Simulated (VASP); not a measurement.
Set up this calculation in VASP 6.6.1, as the native input.

| Item | Value |
| --- | --- |
| Task | single point |
| Functional | PBE |
| Potentials or basis | VASP PAW PBE potentials, release 64 (Zn, B, H) |
| Cutoff | 520 eV |
| k mesh | 4 × 4 × 4 |
| Occupations | gaussian, width 0.1 eV |
| Spin | no spin polarisation |
| Dipole correction | no |
| Further INCAR settings | ALGO = Normal; EDIFF = 1e-07; NBANDS = 32 |

The structure of Zn3BH4 lies in POSCAR:

```
Zn3BH4
1.0
    4.5681927856      0.0000000000      0.0000000000
    0.0000000000      4.5681927856      0.0000000000
    0.0000000000      0.0000000000      4.5681927856
Zn B H
3 1 4
Direct
    0.0000000000      0.0000000000      0.5000000000
    0.0000000000      0.5000000000      0.0000000000
    0.5000000000      0.0000000000      0.0000000000
    0.5000000000      0.5000000000      0.5000000000
    0.6561474802      0.6561474802      0.3438525198
    0.6561474802      0.3438525198      0.6561474802
    0.3438525198      0.6561474802      0.6561474802
    0.3438525198      0.3438525198      0.3438525198
```

These files were run (other wordings do the same):

INCAR

```
SYSTEM = Zn3BH4
PREC = Accurate
ENCUT = 520
EDIFF = 1E-7
ISMEAR = 0
SIGMA = 0.1
LREAL = .False.
LASPH = .True.
NELM = 100
ALGO = Normal
ISIF = 2
LWAVE = .False.
LCHARG = .True.
GGA = PE
LELF = .True.
LVHAR = .True.
NBANDS = 32
```

KPOINTS

```
regular mesh
0
Gamma
  4 4 4
  0 0 0
```

Potentials or basis: VASP PAW PBE potentials, release 64 (Zn, B, H).

The run is started by

```bash
$ cat potpaw_PBE.64/Zn/POTCAR potpaw_PBE.64/B/POTCAR potpaw_PBE.64/H/POTCAR > POTCAR
$ mpirun -np 1 vasp_std > vasp.out
```

It gave:

- Pressure: 0.0 GPa

Run time: 94 s on 1 thread of AMD EPYC 7R13 Processor (Zen 3), with other jobs on the host, peak memory 0.18 GiB.
